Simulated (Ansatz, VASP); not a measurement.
One calculation of ScF3, two programs

```xyz
4
Lattice="4.0911 0.0000 0.0000 0.0000 4.0911 0.0000 0.0000 0.0000 4.0911" Properties=species:S:1:pos:R:3 pbc="T T T"
Sc    0.0000    0.0000    0.0000
F     2.0456    0.0000    0.0000
F     0.0000    2.0456    0.0000
F     0.0000    0.0000    2.0456
```

Change from the starting cell: volume scaled by 1.06, PAW files.

Alike in both runs: task electric field gradients; functional LDA; k mesh 6 × 6 × 6; occupations fermi-dirac, width 0.02 eV; no spin polarisation.

```csv
,VASP,Ansatz
version,VASP 6.6.1,Ansatz 0.2.0
potentials or method,"VASP PAW LDA potentials, release 64 (Sc_sv, F)","PAW with Ansatz's default frozen-core files, scalar-relativistic"
plane-wave cutoff (eV),520,420
valence electrons in the cell,32,32
```

```csv
,VASP,Ansatz,Ansatz less VASP
gap on the k mesh at the Fermi level (eV),5.89,5.91,+0.027
pressure (GPa),-7.2,-7.7,-0.50
size of Vzz on the site where it differs most (V/Å²),64.7,66.1,+1.45
```

LDA's correlation is that of Perdew and Zunger in VASP and of Perdew and Wang (1992) in Ansatz.
